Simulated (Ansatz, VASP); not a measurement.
Al2Cu: VASP beside Ansatz

Contents of INCAR:

```
PREC     = Accurate       # precision mode
ENCUT    = 600            # plane-wave cutoff, eV
EDIFF    = 1E-6           # SCF threshold, eV
ISMEAR   = -1             # smearing method
SIGMA    = 0.15           # smearing width, eV
LREAL    = F              # projectors in reciprocal space
LASPH    = T              # aspherical terms in the spheres
NELM     = 80             # most SCF steps
ALGO     = Fast           # electronic algorithm
ISIF     = 3              # what is computed and relaxed
LWAVE    = F              # write WAVECAR
LCHARG   = F              # write CHGCAR
IBRION   = 2              # ionic algorithm
NSW      = 80             # ionic steps
EDIFFG   = -0.001         # ionic threshold
```

KPOINTS

```
Automatic mesh
0
Gamma
  10 10 10
```

File POSCAR:

```
Al2Cu
1.0
   -2.9663315828      2.9663315828      2.3924604098
    2.9663315828     -2.9663315828      2.3924604098
    2.9663315828      2.9663315828     -2.3924604098
Al Cu
4 2
Direct
    0.3404168149      0.1595831851      0.5000000000
    0.1595831851      0.6595831851      0.8191663701
    0.8404168149      0.3404168149      0.1808336299
    0.6595831851      0.8404168149      0.5000000000
    0.7500000000      0.7500000000      0.0000000000
    0.2500000000      0.2500000000      0.0000000000
```

Input for Ansatz:

```yaml
crystal:
  lattice:
    - [-2.9663315883, 2.9663315883, 2.3924604066]
    - [2.9663315883, -2.9663315883, 2.3924604066]
    - [2.9663315883, 2.9663315883, -2.3924604066]
  atoms:
    - { symbol: Al, position: [0.3404168141, 0.1595831859, 0.5] }
    - { symbol: Al, position: [0.1595831859, 0.6595831859, 0.8191663717] }
    - { symbol: Al, position: [0.8404168141, 0.3404168141, 0.1808336283] }
    - { symbol: Al, position: [0.6595831859, 0.8404168141, 0.5] }
    - { symbol: Cu, position: [0.75, 0.75, 0.0] }
    - { symbol: Cu, position: [0.25, 0.25, 0.0] }
basis:
  ecutwfc: 420
kpoints:
  mp_grid: { grid: [10, 10, 10] }
hamiltonian:
  xc: lda
  pseudopotentials: { kind: paw, azcp: { folder: soft_1 } }
scf:
  occupations: { method: fermi_dirac, width: 0.15 }
output:
  forces: true
  stress: true
  eigenvalues: true
relax:
  adjacent_minimum: "off"
  f_tol: 0.001
  max_steps: 60
  cell: { stress_tol: 0.01 }
```

Alike in both runs: task relaxation of cell and atoms; functional LDA; k mesh 10 × 10 × 10; occupations fermi-dirac, width 0.15 eV; no spin polarisation.

|  | VASP | Ansatz |
| --- | --- | --- |
| version | VASP 6.6.1 | Ansatz 0.2.0 |
| potentials or method | VASP PAW LDA potentials, release 64 (Al, Cu), cutoff 600 eV | scalar-relativistic, plane waves, PAW |
| valence electrons in the cell | 34 | 50 |

VASP gave:

```
gap on the k mesh at the Fermi level, each at its own relaxed structure (eV)  : none
relaxed volume (Å³/atom)                                                      : 14.09
relaxed length of the cell vector where the two differ most in proportion (Å) : 4.836
```

Question: Which values does Ansatz return?

Answer: gap on the k mesh at the Fermi level, each at its own relaxed structure (eV): none; relaxed volume (Å³/atom): 14.05; relaxed length of the cell vector where the two differ most in proportion (Å): 4.831.

Ansatz warns that its potentials were made for another functional, while VASP's fit it. LDA's correlation is that of Perdew and Zunger in VASP and of Perdew and Wang (1992) in Ansatz. A gap of «none» marks a metal or a gap that the smearing closes. VASP's potentials hold 34 valence electrons a cell and Ansatz's 50, so a difference there can come from the potentials and not from the codes.
